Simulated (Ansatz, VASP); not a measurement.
**Two plane-wave programs on AlN**

```
Al N
1.0
     3.34120    0.00000    0.00000
    -1.67060    2.89356    0.00000
     0.00000    0.00000    4.22400
Al N
2 2
Cartesian
  0.0000 1.9290 3.1680
  1.6706 0.9645 1.0560
  0.0000 1.9290 1.0560
  1.6706 0.9645 3.1680
```

Alike in both runs: task single point; functional PBEsol; k mesh 9 × 9 × 6; occupations gaussian, width 0.05 eV; no spin polarisation.

|  | VASP | Ansatz |
| --- | --- | --- |
| version | VASP 6.6.1 | Ansatz 0.2.0 |
| potentials or method | VASP PAW PBE potentials, release 64 (Al, N), cutoff 520 eV | scalar-relativistic, plane waves, PAW |
| valence electrons in the cell | 16 | 16 |

```csv
,VASP,Ansatz,Ansatz less VASP
gap on the k mesh at the Fermi level (eV),2.99,2.98,-0.012
least direct gap on the mesh (eV),2.99,2.98,-0.012
pressure (GPa),-8.5,-8.5,+0.09
"traceless stress, the component that is largest in VASP (GPa)",0.14,0.15,+0.017
```

VASP's potentials were made for PBE, not for PBEsol.
